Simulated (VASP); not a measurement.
Input of a VASP 6.6.1 run:

INCAR

```
SYSTEM = InP
PREC     = Accurate       ! precision mode
ENCUT    = 520            ! plane-wave cutoff, eV
EDIFF    = 1E-6           ! SCF threshold, eV
ISMEAR   = 0              ! smearing method
SIGMA    = 0.15           ! smearing width, eV
LREAL    = .FALSE.        ! projectors in reciprocal space
LASPH    = .TRUE.         ! aspherical terms in the spheres
NELM     = 60             ! most SCF steps
ALGO     = Normal         ! electronic algorithm
ISIF     = 2              ! what is computed and relaxed
LWAVE    = .FALSE.        ! write WAVECAR
LCHARG   = .FALSE.        ! write CHGCAR
GGA      = PE             ! functional
NBANDS   = 16             ! bands
```

Contents of KPOINTS:

```
regular mesh
0
G
  20 20 20
  0 0 0
```

Contents of POSCAR:

```
InP
1.0
    0.0000000000      2.5381880892      3.2996445159
    2.5381880892      0.0000000000      3.2996445159
    2.5381880892      2.5381880892      0.0000000000
In P
1 1
Direct
    0.0000000000      0.0000000000      0.0000000000
    0.5000000000      0.5000000000      0.5000000000
```

Potentials or basis: VASP PAW PBE potentials, release 64 (In_d, P).

The run is started by

```bash
$ cat potpaw_PBE.64/In_d/POTCAR potpaw_PBE.64/P/POTCAR > POTCAR
$ mpirun -np 1 vasp_std > vasp.out
```

(1) Predict the pressure.

(2) What does it give for the band gap on the k mesh?

## Answers

(1) 8.8 GPa.

(2) zero (bands 9 and 10 overlap by 2.33 eV).

Caveat: the stress differs along the axes, from -5 to 16 GPa; spin-orbit coupling is left out, which moves the levels of the heavy elements.
